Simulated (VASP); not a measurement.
Set up this calculation in VASP 6.6.1, as the native input.

| Item | Value |
| --- | --- |
| Task | single point |
| Functional | PBE |
| Potentials or basis | VASP PAW PBE potentials, release 64 (Ga_d) |
| Cutoff | 500 eV |
| k mesh | 13 × 13 × 8 |
| Occupations | fermi-dirac, width 0.1 eV |
| Spin | no spin polarisation |
| Dipole correction | no |
| Further INCAR settings | ALGO = Normal; EDIFF = 1e-06; NBANDS = 20 |

The structure of Ga lies in POSCAR:

```
Ga
1.0
    3.0738153974      0.0000000000      0.0000000000
   -1.5369076987      2.6620022206      0.0000000000
    0.0000000000      0.0000000000      4.8518219585
Ga
2
Direct
    0.3333333333      0.6666666667      0.2500000000
    0.6666666667      0.3333333333      0.7500000000
```

This cell differs from its parent crystal: volume scaled by 1.04.

The input as run:

INCAR

```
SYSTEM = Ga
PREC = Accurate
ENCUT = 500
EDIFF = 1E-6
ISMEAR = -1
SIGMA = 0.1
LREAL = .False.
LASPH = .True.
NELM = 120
ALGO = Normal
ISIF = 2
LWAVE = .False.
LCHARG = .True.
GGA = PE
LELF = .True.
LVHAR = .True.
NBANDS = 20
GGA_COMPAT = .False.
```

KPOINTS

```
Automatic mesh
0
Gamma
  13 13 8
  0 0 0
```

Potentials or basis: VASP PAW PBE potentials, release 64 (Ga_d).

Run with:

```sh
$ cat potpaw_PBE.64/Ga_d/POTCAR > POTCAR
$ mpirun -np 1 vasp_std > vasp.out
```

Results of the run:

- Pressure: -1.6 GPa
- Band gap on the k mesh: zero (band 13 reaches 9.53 eV, above the bottom of band 14 at 2.24 eV)

It took 21 s on 1 thread of Intel(R) Xeon(R) 6975P-C (Granite Rapids) (shared host), peak memory 0.19 GiB.
